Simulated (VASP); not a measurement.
# GaF (Pm-3m) in VASP: notebook

The runs below take GaF through single point, with PBE.

All numbers are computed with VASP 6.6.1; they aren't measurements. Logs are shortened: lines on timing, memory, paths and dates and some standing lists are left out, and cuts for length are marked.

## Step 1: The cell of the first run

The structure is cubic, space group Pm-3m (No. 221). Conventional cell: a = 3.101 Å, b = 3.101 Å, c = 3.101 Å, α = 90.00°, β = 90.00°, γ = 90.00°. Ga (site symmetry m-3m) has 8 F at 2.69 Å and 6 Ga at 3.10 Å within 3.5 Å. F (site symmetry m-3m) has 8 Ga at 2.69 Å and 6 F at 3.10 Å within 3.5 Å.

## Step 2: Single point, PBE (volume scaled by 0.94)

Input file INCAR:

```
SYSTEM = GaF
ALGO = Normal
EDIFF = 1E-6
ENCUT = 520
GGA = PE
ISIF = 2
ISMEAR = -1
LASPH = .TRUE.
LCHARG = .TRUE.
LELF = .TRUE.
LREAL = .FALSE.
LVHAR = .TRUE.
LWAVE = .FALSE.
NBANDS = 17
NELM = 100
PREC = Accurate
SIGMA = 0.05
```

Input file KPOINTS:

```
k-points
0
G
  8 8 8
  0 0 0
```

Input file POSCAR:

```
GaF
1.0
    3.1012912533      0.0000000000      0.0000000000
    0.0000000000      3.1012912533      0.0000000000
    0.0000000000      0.0000000000      3.1012912533
Ga F
1 1
Direct
    0.0000000000      0.0000000000      0.0000000000
    0.5000000000      0.5000000000      0.5000000000
```

Potentials or basis: VASP PAW PBE potentials, release 64 (Ga_d, F).

Run with:

```
$ cat potpaw_PBE.64/Ga_d/POTCAR potpaw_PBE.64/F/POTCAR > POTCAR
$ mpirun -np 1 vasp_std > vasp.out
```

OUTCAR:

```text
SYSTEM = GaF
   EDIFF = 1E-6
   ENCUT = 520
   GGA = PE
   ISIF = 2
   ISMEAR = -1
   LASPH = .TRUE.
   LREAL = .FALSE.
   NELM = 100
   PREC = Accurate

 ion  position               nearest neighbor table
   1  0.000  0.000  0.000-
   2  0.500  0.500  0.500-

  LATTYP: Found a simple cubic cell.
 ALAT       =     3.1012912533

  Lattice vectors:

 A1 = (   3.1012912533,   0.0000000000,   0.0000000000)
 A2 = (   0.0000000000,   3.1012912533,   0.0000000000)
 A3 = (   0.0000000000,   0.0000000000,   3.1012912533)

Analysis of symmetry for initial positions (statically):
=====================================================================
 Subroutine PRICEL returns:
 Original cell was already a primitive cell.

 Routine SETGRP: Setting up the symmetry group for a
 simple cubic supercell.

 Subroutine GETGRP returns: Found 48 space group operations
 (whereof 48 operations were pure point group operations)
 out of a pool of 48 trial point group operations.

The static configuration has the point symmetry O_h .

Analysis of symmetry for dynamics (positions and initial velocities):
=====================================================================
 Subroutine PRICEL returns:
 Original cell was already a primitive cell.

 Routine SETGRP: Setting up the symmetry group for a
 simple cubic supercell.

 Subroutine GETGRP returns: Found 48 space group operations
 (whereof 48 operations were pure point group operations)
 out of a pool of 48 trial point group operations.

The dynamic configuration has the point symmetry O_h .

 Subroutine INISYM returns: Found 48 space group operations
 (whereof 48 operations are pure point group operations),
 and found     1 'primitive' translations

----------------------------------------------------------------------------------------

                                     Primitive cell

  volume of cell :      29.8282

  direct lattice vectors                    reciprocal lattice vectors
     3.101291253  0.000000000  0.000000000     0.322446336  0.000000000  0.000000000
     0.000000000  3.101291253  0.000000000     0.000000000  0.322446336  0.000000000
     0.000000000  0.000000000  3.101291253     0.000000000  0.000000000  0.322446336

  length of vectors
[... 70 lines left out ...]
   NGX,Y,Z   is equivalent  to a cutoff of  12.87, 12.87, 12.87 a.u.
   NGXF,Y,Z  is equivalent  to a cutoff of  25.73, 25.73, 25.73 a.u.
 SYSTEM =  GaF
   PREC   = accura    normal or accurate (medium, high low for compatibility)
   ISTART =      0    job   : 0-new  1-cont  2-samecut
   ICHARG =      2    charge: 1-file 2-atom 10-const
   ISPIN  =      1    spin polarized calculation?
   LNONCOLLINEAR =      F non collinear calculations
   LSORBIT =      F    spin-orbit coupling
   LASPH  =      T    aspherical Exc in radial PAW
   ENCUT  =  520.0 eV  38.22 Ry    6.18 a.u.   5.77  5.77  5.77*2*pi/ulx,y,z
   NELM   =    100;   NELMIN=  2; NELMDL= -5     # of ELM steps
   EDIFF  = 0.1E-05   stopping-criterion for ELM
   LREAL  =      F    real-space projection
   EDIFFG = 0.1E-04   stopping-criterion for IOM
   NSW    =      0    number of steps for IOM
   IBRION =     -1    ionic relax: 0-MD 1-quasi-New 2-CG
   NFREE  =      0    steps in history (QN), initial steepest desc. (CG)
   ISIF   =      2    stress and relaxation
   ISYM   =      2    0-nonsym 1-usesym 2-fastsym
   POTIM  = 0.5000    time-step for ionic-motion
   TEBEG  =    0.0;   TEEND  =   0.0 temperature during run
   PSTRESS=    0.0 pullay stress
   NELECT =      20.0000    total number of electrons
   NUPDOWN=      -1.0000    fix difference up-down
   EMIN   =  10.00;   EMAX   =-10.00  energy-range for DOS
   EFERMI =   0.00;   METHOD = LEGACY
   ISMEAR =    -1;   SIGMA  =   0.05  broadening in eV -4-tet -1-fermi 0-gaus
   EFERMI_NEDOS =   21; number of points for ismear=-14 and -15
   IALGO  =     38    algorithm
   IMIX   =      4    mixing-type and parameters
     AMIX     =   0.40;   BMIX     =  1.00
     AMIX_MAG =   1.60;   BMIX_MAG =  1.00
  volume/ion in A,a.u.               =      14.91       100.65
  Fermi-wavevector in a.u.,A,eV,Ry     =   1.432877  2.707745 27.934622  2.053137
  Thomas-Fermi vector in A             =   2.552457
   LORBIT       =      0    0 simple, 1 ext, 2 COOP (PROOUT), +10 PAW based schemes
   GGA     = PE    functional components
   LHFCALC =     F    Hartree Fock is set to
   AEXX    =    0.0000 exact exchange contribution
   IVDW    =     0    specifies the selected vdW correction
   LEPSILON=     F    determine dielectric tensor
   LRPA    =     F    only Hartree local field effects (RPA)
 non-spin polarized calculation
  energy-cutoff  :      520.00
  volume of cell :       29.83
 maximum number of plane-waves:       840
 NGX is ok and might be reduce to    24
   NGX = 11   NGY = 11   NGZ = 11

 number of electron      19.9999996 magnetization

 Free energy of the ion-electron system (eV)
  ---------------------------------------------------
  ext. energy  EPLUGINS =         0.00000000
  ---------------------------------------------------
  free energy    TOTEN  =        -7.41400600 eV

  energy without entropy =       -7.41360789  energy(sigma->0) =       -7.41380695

 E-fermi :   3.3589     XC(G=0): -10.4047

 val. band max:        2.5596305037   @ k =   0.5000   0.5000   0.3750
 cond. band min:       3.3962465333   @ k =   0.5000   0.0000   0.0000
 fundamental gap:      0.8366160296
 Fermi energy:         3.3589321000

 k-point     1 :       0.0000    0.0000    0.0000
  band No.  band energies     occupation
      1     -19.4478      2.00000
      2     -11.1902      2.00000
      3     -11.1902      2.00000
      4     -10.9923      2.00000
      5     -10.9923      2.00000
      6     -10.9923      2.00000
[... 457 lines left out ...]
      4     -11.0481      2.00000
      5     -11.0424      2.00000
      6     -10.9649      2.00000
[... 9 lines left out ...]
     16      19.1163      0.00000
     17      21.6318      0.00000

 [... further k-points ...]
[... 5 lines left out ...]
  --------------------------------------------------------------------------------------
  -------------------------------------------------------------------------------------
  Total        0.5511489      0.5511489      0.5511489      0.0000000     -0.0000000      0.0000000
  in kB       29.6041006     29.6041006     29.6041006      0.0000000     -0.0000000      0.0000000
  external PRESSURE =      29.6041006 kB  Pullay stress =       0.0000000 kB

 VOLUME and BASIS-vectors are now :
 -----------------------------------------------------------------------------
  energy-cutoff  :      520.00
  volume of cell :       29.83
      direct lattice vectors                 reciprocal lattice vectors
     3.101291253  0.000000000  0.000000000     0.322446336  0.000000000  0.000000000
     0.000000000  3.101291253  0.000000000     0.000000000  0.322446336  0.000000000
     0.000000000  0.000000000  3.101291253     0.000000000  0.000000000  0.322446336

 POSITION                                       TOTAL-FORCE (eV/Angst)
 -----------------------------------------------------------------------------------
      0.00000      0.00000      0.00000         0.000000      0.000000      0.000000
      1.55065      1.55065      1.55065         0.000000      0.000000      0.000000
 -----------------------------------------------------------------------------------
    total drift:                                0.000000      0.000000     -0.000000

  FREE ENERGIE OF THE ION-ELECTRON SYSTEM (eV)
  ---------------------------------------------------
  free  energy   TOTEN  =        -7.4140060049 eV

  energy  without entropy=       -7.4136078864  energy(sigma->0) =       -7.41380695
```

stdout:

```text
POSCAR found type information on POSCAR GaF
 POSCAR found :  2 types and       2 ions
 scaLAPACK will be used
 LDA part: xc-table for (Slater+PW92), standard interpolation
 POSCAR, INCAR and KPOINTS ok, starting setup
 FFT: planning ... GRIDC
 FFT: planning ... GRID_SOFT
 FFT: planning ... GRID
 WAVECAR not read
 entering main loop
```

It took 8.9 s on 1 thread of Intel Xeon Platinum 8488C (Sapphire Rapids), shared host; peak memory 0.14 GiB.

What came out:

* Free energy: -7.4140 eV
* Pressure: 3.0 GPa
* Band gap on the k mesh: zero (band 10 reaches 3.52 eV, above the bottom of band 11 at 3.40 eV)

## Step 3: Single point, PBE (volume scaled by 0.96)

Input file INCAR:

```
ALGO = Normal
EDIFF = 1E-6
ENCUT = 520
GGA = PE
ISIF = 2
ISMEAR = -1
LASPH = True
LCHARG = True
LELF = True
LREAL = False
LVHAR = True
LWAVE = False
NBANDS = 17
NELM = 100
PREC = Accurate
SIGMA = 0.05
```

Input file KPOINTS:

```
k-points
0
Gamma
  8 8 8
```

Input file POSCAR:

```
GaF
1.0
    3.1231320521      0.0000000000      0.0000000000
    0.0000000000      3.1231320521      0.0000000000
    0.0000000000      0.0000000000      3.1231320521
Ga F
1 1
Direct
    0.0000000000      0.0000000000      0.0000000000
    0.5000000000      0.5000000000      0.5000000000
```

Potentials or basis: VASP PAW PBE potentials, release 64 (Ga_d, F).

Run with:

```
$ cat potpaw_PBE.64/Ga_d/POTCAR potpaw_PBE.64/F/POTCAR > POTCAR
$ mpirun -np 1 vasp_std > vasp.out
```

It took 9.3 s on 1 thread of Intel Xeon Platinum 8488C (Sapphire Rapids), shared host; peak memory 0.14 GiB.

It converged, with:

| Item | Value |
| --- | --- |
| Free energy | -7.4245 eV |
| Pressure | 1.8 GPa |

Levels at points of the mesh, in eV from the Fermi level:
| k point | band 7 | band 8 | band 9 | band 10 | band 11 | band 12 | band 13 | band 14 |
| --- | --- | --- | --- | --- | --- | --- | --- | --- |
| (0.00, 0.00, 0.00) | -6.39 | -3.84 | -3.84 | -3.84 | 8.37 | 8.37 | 8.37 | 9.63 |
| (0.50, 0.00, 0.00) | -7.30 | -3.55 | -3.55 | -0.94 | 0.06 | 8.48 | 8.48 | 12.53 |
| (0.50, 0.50, 0.00) | -5.35 | -5.35 | -3.45 | -2.81 | 3.30 | 3.30 | 9.06 | 10.51 |
| (0.50, 0.50, 0.50) | -4.44 | -4.44 | -4.44 | 0.03 | 2.10 | 2.10 | 2.10 | 11.96 |
